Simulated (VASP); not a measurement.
Runs of VASP 6.6.1 on Pt. The structure is that of space group R-3m (No. 166), or close to it. The cells are those of the table. 

| cell | gap on the mesh (eV) | pressure (GPa) |
| --- | --- | --- |
| a = 3.288 Å, angles 116.4°, 1 atom | none | 174.2 |
| a = 3.449 Å, angles 117.6°, 1 atom | none | (a) |
| a = 3.208 Å, angles 116.4°, 1 atom | none | 237.7 |
| a = 2.990 Å, angles 114.8°, 1 atom | none | 95.2 |
| a = 3.166 Å, angles 116.4°, 1 atom | none | 278.5 |
| a = 3.123 Å, angles 116.4°, 1 atom | none | (b) |
| a = 3.029 Å, angles 114.8°, 1 atom | none | 74.6 |

Alike in all rows: task single point; level PBEsol; potentials or basis VASP PAW PBE potentials, release 64 (Pt_sv_GW); no spin polarisation; k mesh 22 × 22 × 22; cutoff (eV) 570; smearing gaussian 0.15 eV.

Task: Fill in the values left out.

Result: (a) 529.9; (b) 326.9.

Caveats: the cell stands under pressure; the PAW data sets were made with another functional, which shifts forces and pressure a little; spin-orbit coupling is left out, which moves the levels of the heavy elements; atoms lie so close that the PAW spheres overlap strongly, which falsifies energies and pressures (at least some runs).

A k mesh can miss the band edges, and the runs leave out spin-orbit coupling on Pt.

A gap of «none» marks levels without a gap at the run's occupations.
